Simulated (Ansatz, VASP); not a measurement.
Two plane-wave programs on NaCl

```xyz
2
Lattice="0.0000 2.7325 2.7325 2.7325 0.0000 2.7325 2.7325 2.7325 0.0000" Properties=species:S:1:pos:R:3 pbc="T T T"
Na    0.0000    0.0000    0.0000
Cl    2.7325    2.7325    2.7325
```

Alike in both runs: functional LDA; k mesh 8 × 8 × 8; occupations gaussian, width 0.02 eV; no spin polarisation.

Ansatz relaxed the structure, and its values are those at the end. VASP's run is a single point on that final structure, the one shown.

|  | VASP | Ansatz |
| --- | --- | --- |
| version | VASP 6.6.1 | Ansatz 0.2.0 |
| potentials or method | VASP PAW LDA potentials, release 64 (Na_pv, Cl), cutoff 520 eV | scalar-relativistic, plane waves, PAW |
| valence electrons in the cell | 14 | 16 |

|  | VASP | Ansatz | Ansatz less VASP |
| --- | --- | --- | --- |
| gap on the k mesh at the Fermi level (eV) | 5.08 | 5.07 | -0.007 |
| least direct gap on the mesh (eV) | 5.08 | 5.07 | -0.007 |
| pressure (GPa) | 0.0 | 0.0 | -0.04 |

LDA's correlation is that of Perdew and Zunger in VASP and of Perdew and Wang (1992) in Ansatz. VASP's potentials hold 14 valence electrons a cell and Ansatz's 16, so a difference there can come from the potentials and not from the codes.
